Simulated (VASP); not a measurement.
Write the native input for VASP 6.6.1 that does the following.

* Task: single point
* Functional: PBE
* Potentials or basis: VASP PAW PBE potentials, release 64 (Ba_sv, Ti_sv, O_h)
* Cutoff: 1340 eV
* k mesh: 8 × 8 × 8
* Occupations: gaussian, width 0.05 eV
* Spin: no spin polarisation
* Dipole correction: no
* Further INCAR settings: ALGO = Normal; EDIFF = 1e-06; NBANDS = 28

The structure of BaTiO3 lies in POSCAR:

```
BaTiO3
1.0
    4.1325087776      0.0000000000      0.0000000000
    0.0000000000      4.1325087776      0.0000000000
    0.0000000000      0.0000000000      3.8019548602
Ba Ti O
1 1 3
Direct
    0.0000000000      0.0000000000      0.0000000000
    0.5000000000      0.5000000000      0.5000000000
    0.5000000000      0.5000000000      0.0000000000
    0.5000000000      0.0000000000      0.5000000000
    0.0000000000      0.5000000000      0.5000000000
```

This cell differs from its parent crystal: ratio of the length along z to the lengths across it x 0.92, volume and fractional coordinates fixed.

The input as run:

INCAR

```
SYSTEM = BaTiO3
ALGO     = Normal         ! electronic algorithm
EDIFF    = 1E-6           ! SCF threshold, eV
ENCUT    = 1340           ! plane-wave cutoff, eV
GGA      = PE             ! functional
GGA_COMPAT= .FALSE.      
ISIF     = 2              ! what is computed and relaxed
ISMEAR   = 0              ! smearing method
LASPH    = .TRUE.         ! aspherical terms in the spheres
LCHARG   = .FALSE.        ! write CHGCAR
LREAL    = .FALSE.        ! projectors in reciprocal space
LWAVE    = .FALSE.        ! write WAVECAR
NBANDS   = 28             ! bands
NELM     = 120            ! most SCF steps
PREC     = Accurate       ! precision mode
SIGMA    = 0.05           ! smearing width, eV
```

KPOINTS

```
k-points
0
G
  8 8 8
  0 0 0
```

Potentials or basis: VASP PAW PBE potentials, release 64 (Ba_sv, Ti_sv, O_h).

Command:

```bash
$ cat potpaw_PBE.64/Ba_sv/POTCAR potpaw_PBE.64/Ti_sv/POTCAR potpaw_PBE.64/O_h/POTCAR > POTCAR
$ mpirun -np 1 vasp_std > vasp.out
```

Results of the run:

```json
{"Pressure": "3.2 GPa", "Band gap on the k mesh": "1.55 eV (least direct gap 1.72 eV)"}
```

Caveat: the stress differs along the axes, from -3 to 15 GPa; spin-orbit coupling is left out, which moves the levels of the heavy elements.

Wall time 10 min on 1 thread of Intel(R) Xeon(R) Platinum 8259CL CPU @ 2.50GHz (Skylake/Cascade Lake), with other jobs on the host, peak memory 0.74 GiB.
